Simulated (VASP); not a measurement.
# Be (P6/mmm) in VASP: notebook

The runs below take Be through single point, with LDA.

Everything below comes from runs of VASP 6.6.1. Logs are shortened: lines on timing, memory, paths and dates and some standing lists are left out, and cuts for length are marked.

## (1) The cell of the first run

Symmetry: P6/mmm, No. 191, hexagonal system. The conventional cell has a = 1.971 Å, b = 1.971 Å, c = 2.074 Å, α = 90.00°, β = 90.00°, γ = 120.00°. Within 2.6 Å of Be (site symmetry 6/mmm) lie 8 Be at 1.97 to 2.07 Å.

## (2) Single point, LDA

INCAR reads:

```
SYSTEM = Be
  ALGO = Normal
  EDIFF = 1E-6
  ENCUT = 520
  ISIF = 2
  ISMEAR = -1
  LASPH = .True.
  LCHARG = .False.
  LREAL = .False.
  LWAVE = .False.
  NBANDS = 7
  NELM = 60
  PREC = Accurate
  SIGMA = 0.1
```

KPOINTS reads:

```
k-points
0
Gamma
  22 22 20
  0 0 0
```

POSCAR reads:

```
Be
1.0
    1.9710799694      0.0000000000      0.0000000000
   -0.9855399847      1.7070053264      0.0000000000
    0.0000000000      0.0000000000      2.0736177124
Be
1
Direct
    0.0000000000      0.0000000000      0.0000000000
```

Potentials or basis: VASP PAW LDA potentials, release 64 (Be).

Launch:

```sh
$ cat potpaw_LDA.64/Be/POTCAR > POTCAR
$ mpirun -np 1 vasp_std > vasp.out
```

OUTCAR:

```text
SYSTEM = Be
   EDIFF = 1E-6
   ENCUT = 520
   ISIF = 2
   ISMEAR = -1
   LASPH = .True.
   LREAL = .False.
   NELM = 60
   PREC = Accurate

 ion  position               nearest neighbor table
   1  0.000  0.000  0.000-

  LATTYP: Found a hexagonal cell.
 ALAT       =     1.9710799694
 C/A-ratio  =     1.0520210974

  Lattice vectors:

 A1 = (   1.9710799694,   0.0000000000,   0.0000000000)
 A2 = (  -0.9855399847,   1.7070053264,   0.0000000000)
 A3 = (   0.0000000000,   0.0000000000,   2.0736177124)

Analysis of symmetry for initial positions (statically):
=====================================================================
 Subroutine PRICEL returns:
 Original cell was already a primitive cell.

 Routine SETGRP: Setting up the symmetry group for a
 hexagonal supercell.

 Subroutine GETGRP returns: Found 24 space group operations
 (whereof 24 operations were pure point group operations)
 out of a pool of 24 trial point group operations.

The static configuration has the point symmetry D_6h.

Analysis of symmetry for dynamics (positions and initial velocities):
=====================================================================
 Subroutine PRICEL returns:
 Original cell was already a primitive cell.

 Routine SETGRP: Setting up the symmetry group for a
 hexagonal supercell.

 Subroutine GETGRP returns: Found 24 space group operations
 (whereof 24 operations were pure point group operations)
 out of a pool of 24 trial point group operations.

The dynamic configuration has the point symmetry D_6h.

 Subroutine INISYM returns: Found 24 space group operations
 (whereof 24 operations are pure point group operations),
 and found     1 'primitive' translations

----------------------------------------------------------------------------------------

                                     Primitive cell

  volume of cell :       6.9770

  direct lattice vectors                    reciprocal lattice vectors
     1.971079969  0.000000000  0.000000000     0.507336088  0.292910627  0.000000000
    -0.985539985  1.707005326  0.000000000     0.000000000  0.585821253  0.000000000
     0.000000000  0.000000000  2.073617712     0.000000000  0.000000000  0.482248967

  length of vectors
     1.971079969  1.971079969  2.073617712     0.585821253  0.585821253  0.482248967

  position of ions in fractional coordinates (direct lattice)
     0.000000000  0.000000000  0.000000000

  ion indices of the primitive-cell ions
   primitive index   ion index
                 1           1

----------------------------------------------------------------------------------------

 KPOINTS: k-points

Automatic generation of k-mesh.
 Grid dimensions read from file:
 generate k-points for:   22   22   20

 Generating k-lattice:

  Cartesian coordinates                     Fractional coordinates (reciprocal lattice)
     0.023060731  0.013314119  0.000000000     0.045454545  0.000000000  0.000000000
     0.000000000  0.026628239  0.000000000     0.000000000  0.045454545  0.000000000
     0.000000000  0.000000000  0.024112448     0.000000000  0.000000000  0.050000000

  Length of vectors
     0.026628239  0.026628239  0.024112448

  Shift w.r.t. Gamma in fractional coordinates (k-lattice)
     0.000000000  0.000000000  0.000000000

 Subroutine IBZKPT returns following result:
 ===========================================

 Found    572 irreducible k-points:

 Following reciprocal coordinates:
            Coordinates               Weight
  0.000000  0.000000  0.000000      1.000000
  0.045455  0.000000  0.000000      6.000000
  0.090909  0.000000  0.000000      6.000000
  0.136364  0.000000  0.000000      6.000000
  0.181818  0.000000  0.000000      6.000000
  0.227273  0.000000  0.000000      6.000000
[... 16 lines left out ...]
  0.090909  0.090909  0.000000      6.000000
  0.136364  0.090909  0.000000     12.000000
 [... further k-points ...]
   k-points           NKPTS =    572   k-points in BZ     NKDIM =    572   number of bands    NBANDS=      7
   number of dos      NEDOS =    301   number of ions     NIONS =      1
   total plane-waves  NPLWV =   4096
   dimension x,y,z NGX =    16 NGY =   16 NGZ =   16
   dimension x,y,z NGXF=    32 NGYF=   32 NGZF=   32
   ions per type =               1
   NGX,Y,Z   is equivalent  to a cutoff of  13.49, 13.49, 12.83 a.u.
   NGXF,Y,Z  is equivalent  to a cutoff of  26.99, 26.99, 25.66 a.u.
 SYSTEM =  Be
   PREC   = accura    normal or accurate (medium, high low for compatibility)
   ISTART =      0    job   : 0-new  1-cont  2-samecut
   ICHARG =      2    charge: 1-file 2-atom 10-const
   ISPIN  =      1    spin polarized calculation?
   LNONCOLLINEAR =      F non collinear calculations
   LSORBIT =      F    spin-orbit coupling
   LASPH  =      T    aspherical Exc in radial PAW
   ENCUT  =  520.0 eV  38.22 Ry    6.18 a.u.   3.66  3.66  3.86*2*pi/ulx,y,z
   NELM   =     60;   NELMIN=  2; NELMDL= -5     # of ELM steps
   EDIFF  = 0.1E-05   stopping-criterion for ELM
   LREAL  =      F    real-space projection
   EDIFFG = 0.1E-04   stopping-criterion for IOM
   NSW    =      0    number of steps for IOM
   IBRION =     -1    ionic relax: 0-MD 1-quasi-New 2-CG
   NFREE  =      0    steps in history (QN), initial steepest desc. (CG)
   ISIF   =      2    stress and relaxation
   ISYM   =      2    0-nonsym 1-usesym 2-fastsym
   POTIM  = 0.5000    time-step for ionic-motion
   TEBEG  =    0.0;   TEEND  =   0.0 temperature during run
   PSTRESS=    0.0 pullay stress
   NELECT =       2.0000    total number of electrons
   NUPDOWN=      -1.0000    fix difference up-down
   EMIN   =  10.00;   EMAX   =-10.00  energy-range for DOS
   EFERMI =   0.00;   METHOD = LEGACY
   ISMEAR =    -1;   SIGMA  =   0.10  broadening in eV -4-tet -1-fermi 0-gaus
   EFERMI_NEDOS =   21; number of points for ismear=-14 and -15
   IALGO  =     38    algorithm
   IMIX   =      4    mixing-type and parameters
     AMIX     =   0.40;   BMIX     =  1.00
     AMIX_MAG =   1.60;   BMIX_MAG =  1.00
  volume/ion in A,a.u.               =       6.98        47.08
  Fermi-wavevector in a.u.,A,eV,Ry     =   1.079433  2.039832 15.853167  1.165175
  Thomas-Fermi vector in A             =   2.215398
   LORBIT       =      0    0 simple, 1 ext, 2 COOP (PROOUT), +10 PAW based schemes
   GGA     = CA    functional components
   LHFCALC =     F    Hartree Fock is set to
   AEXX    =    0.0000 exact exchange contribution
   IVDW    =     0    specifies the selected vdW correction
   LEPSILON=     F    determine dielectric tensor
   LRPA    =     F    only Hartree local field effects (RPA)
 non-spin polarized calculation
  energy-cutoff  :      520.00
  volume of cell :        6.98
 maximum number of plane-waves:       205
 NGX is ok and might be reduce to    16
   NGX =  7   NGY =  7   NGZ =  7

 number of electron       2.0000000 magnetization

 Free energy of the ion-electron system (eV)
  ---------------------------------------------------
  ext. energy  EPLUGINS =         0.00000000
  ---------------------------------------------------
  free energy    TOTEN  =        -3.45155780 eV

  energy without entropy =       -3.44580615  energy(sigma->0) =       -3.44868198

 E-fermi :   7.5840     XC(G=0): -11.0054

 val. band max:        7.5801941258   @ k =   0.4091   0.1364   0.4000
 cond. band min:       7.6182311326   @ k =   0.1818   0.1818   0.4500
 fundamental gap:      0.0380370067
 Fermi energy:         7.5839816801

 k-point     1 :       0.0000    0.0000    0.0000
  band No.  band energies     occupation
      1      -3.9923      2.00000
      2      20.5601      0.00000
      3      28.6892      0.00000
      4      31.1597      0.00000
      5      31.1597      0.00000
      6      42.7070      0.00000
      7      42.7070      0.00000

 k-point     2 :       0.0455    0.0000    0.0000
  band No.  band energies     occupation
      1      -3.9197      2.00000
      2      20.6541      0.00000
      3      28.1169      0.00000
      4      30.8169      0.00000
      5      31.4058      0.00000
      6      40.9167      0.00000
      7      43.2475      0.00000

 k-point     3 :       0.0909    0.0000    0.0000
  band No.  band energies     occupation
      1      -3.7020      2.00000
      2      20.9358      0.00000
      3      26.7659      0.00000
      4      29.9475      0.00000
      5      31.6416      0.00000
      6      39.2233      0.00000
      7      44.7075      0.00000

 k-point     4 :       0.1364    0.0000    0.0000
  band No.  band energies     occupation
      1      -3.3397      2.00000
      2      21.4017      0.00000
      3      24.9095      0.00000
      4      28.8333      0.00000
      5      31.4660      0.00000
      6      38.6712      0.00000
      7      46.7955      0.00000

 k-point     5 :       0.1818    0.0000    0.0000
  band No.  band energies     occupation
      1      -2.8344      2.00000
      2      22.0462      0.00000
      3      22.6870      0.00000
      4      27.6742      0.00000
      5      31.0781      0.00000
      6      38.9530      0.00000
      7      49.2886      0.00000
[... 161 lines left out ...]
 k-point    22 :       0.4545    0.0455    0.0000
  band No.  band energies     occupation
      1       2.6317      2.00000
      2       9.8095      0.00000
      3      22.6115      0.00000
      4      28.3485      0.00000
      5      32.6936      0.00000
      6      38.0384      0.00000
      7      39.6272      0.00000

 k-point    23 :       0.0909    0.0909    0.0000
  band No.  band energies     occupation
      1      -3.1223      2.00000
      2      21.6793      0.00000
      3      24.6036      0.00000
      4      26.5139      0.00000
      5      32.8702      0.00000
      6      38.3451      0.00000
      7      47.3982      0.00000

 k-point    24 :       0.1364    0.0909    0.0000
  band No.  band energies     occupation
      1      -2.6167      2.00000
      2      22.3199      0.00000
      3      22.8704      0.00000
      4      24.7164      0.00000
      5      33.2722      0.00000
      6      38.6473      0.00000
      7      48.3505      0.00000

 [... further k-points ...]
[... 5 lines left out ...]
  --------------------------------------------------------------------------------------
  -------------------------------------------------------------------------------------
  Total        1.6356897      1.6356897      1.6375948      0.0000000      0.0000000      0.0000000
  in kB      375.6156527    375.6156527    376.0531290      0.0000000      0.0000000      0.0000000
  external PRESSURE =     375.7614781 kB  Pullay stress =       0.0000000 kB

 VOLUME and BASIS-vectors are now :
 -----------------------------------------------------------------------------
  energy-cutoff  :      520.00
  volume of cell :        6.98
      direct lattice vectors                 reciprocal lattice vectors
     1.971079969  0.000000000  0.000000000     0.507336088  0.292910627  0.000000000
    -0.985539985  1.707005326  0.000000000     0.000000000  0.585821253  0.000000000
     0.000000000  0.000000000  2.073617712     0.000000000  0.000000000  0.482248967

 POSITION                                       TOTAL-FORCE (eV/Angst)
 -----------------------------------------------------------------------------------
      0.00000      0.00000      0.00000        -0.000000      0.000000      0.000000
 -----------------------------------------------------------------------------------
    total drift:                                0.000000     -0.000000      0.000000

  FREE ENERGIE OF THE ION-ELECTRON SYSTEM (eV)
  ---------------------------------------------------
  free  energy   TOTEN  =        -3.4515577964 eV

  energy  without entropy=       -3.4458061548  energy(sigma->0) =       -3.44868198
```

It took 15 s on 1 thread of AMD EPYC 9R45 (Zen 5), shared host; peak memory 0.09 GiB.

Results:

```yaml
Free_energy: -3.4516 eV
Pressure: 37.6 GPa
Band_gap_on_the_k_mesh: zero (band 1 reaches 11.32 eV, above the bottom of band 2 at 5.00 eV)
```

## (3) Single point, LDA

INCAR reads:

```
PREC = Accurate ; ENCUT = 520
EDIFF = 1E-7 ; ISMEAR = -1
SIGMA = 0.1 ; LREAL = F
LASPH = T ; NELM = 80
ALGO = Normal ; ISIF = 2
LWAVE = F ; LCHARG = T
LELF = T ; LVHAR = T
NBANDS = 7
```

KPOINTS reads:

```
regular mesh
0
Gamma
  22 22 20
```

POSCAR reads:

```
Be
1.0
    1.9708010149      0.0000000000      0.0000000000
   -0.9854005075      1.7067637447      0.0000000000
    0.0000000000      0.0000000000      2.0730232646
Be
1
Direct
    0.0000000000      0.0000000000      0.0000000000
```

Potentials or basis: VASP PAW LDA potentials, release 64 (Be).

Launch:

```sh
$ cat potpaw_LDA.64/Be/POTCAR > POTCAR
$ mpirun -np 1 vasp_std > vasp.out
```

Run time: 18 s. Hardware: 1 thread of AMD EPYC 9R45 (Zen 5), shared host; peak memory 0.09 GiB.

It converged, with:

| Item | Value |
| --- | --- |
| Free energy | -3.4506 eV |
| Pressure | 37.7 GPa |
| Band gap on the k mesh | zero (band 1 reaches 11.33 eV, above the bottom of band 2 at 5.01 eV) |

Levels at points of the mesh, in eV from the Fermi level:
| k point | band 1 | band 2 | band 3 | band 4 |
| --- | --- | --- | --- | --- |
| (0.00, 0.00, 0.00) | -11.58 | 12.99 | 21.12 | 23.58 |
| (0.50, 0.00, 0.00) | -4.94 | 2.09 | 15.70 | 20.82 |
| (0.00, 0.00, 0.50) | -6.99 | -2.58 | 26.52 | 26.52 |
| (0.50, 0.00, 0.50) | 0.33 | 3.24 | 8.65 | 12.17 |
